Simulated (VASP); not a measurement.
Set up this calculation in VASP 6.6.1, as the native input.

| Item | Value |
| --- | --- |
| Task | relaxation of cell and atoms |
| Functional | PBE |
| Dispersion | D3(BJ) |
| Potentials or basis | VASP PAW PBE potentials, release 64 (Pt, Se) |
| Cutoff | 600 eV |
| k mesh | 15 × 15 × 10 |
| Occupations | gaussian, width 0.1 eV |
| Spin | no spin polarisation |
| Dipole correction | no |
| Further INCAR settings | ALGO = Normal; EDIFF = 1e-06; IBRION = 2; EDIFFG = -0.005; NSW = 100; ISIF = 3 |

The structure of PtSe2 lies in POSCAR:

```
PtSe2
1.0
    3.7644458072      0.0000000000      0.0000000000
   -1.8822229036      3.2601057002      0.0000000000
    0.0000000000      0.0000000000      4.8652988440
Pt Se
1 2
Direct
    0.0000000000      0.0000000000      0.0000000000
    0.3333333333      0.6666666667      0.2644373450
    0.6666666667      0.3333333333      0.7355626550
```

These files were run (other wordings do the same):

INCAR

```
SYSTEM = PtSe2
PREC = Accurate ; ENCUT = 600
EDIFF = 1E-6 ; ISMEAR = 0
SIGMA = 0.1 ; LREAL = .FALSE.
LASPH = .TRUE. ; NELM = 100
ALGO = Normal ; ISIF = 3
LWAVE = .FALSE. ; LCHARG = .FALSE.
GGA = PE ; IVDW = 12
IBRION = 2 ; NSW = 100
EDIFFG = -0.005
```

KPOINTS

```
regular mesh
0
G
  15 15 10
  0 0 0
```

Potentials or basis: VASP PAW PBE potentials, release 64 (Pt, Se).

The run is started by

```bash
$ cat potpaw_PBE.64/Pt/POTCAR potpaw_PBE.64/Se/POTCAR > POTCAR
$ mpirun -np 1 vasp_std > vasp.out
```

It gave:

| Quantity | Value |
| --- | --- |
| Relaxed volume | 19.79 Å³/atom |
| Relaxed cell | a = 3.771 Å, b = 3.771 Å, c = 4.819 Å, α = 90.00°, β = 90.00°, γ = 120.00° |
| Space group after relaxing (to 0.05 Å) | P-3m1 (No. 164) |
| Energy gained by relaxing | 0.3 meV/atom |
| Ionic steps | 7 |
| Pressure after relaxing | 0.0 GPa |
| Band gap on the k mesh | zero (band 11 reaches 7.51 eV, above the bottom of band 12 at 6.61 eV) |
| Dispersion energy per atom | -0.490 eV |

Caveat: spin-orbit coupling is left out, which moves the levels of the heavy elements; pairwise dispersion overbinds metals, which lowers pressure and volume.

It took 5 min on 1 thread of AMD EPYC 9R45 96-Core Processor (Zen 5) (shared host), peak memory 0.4 GiB.
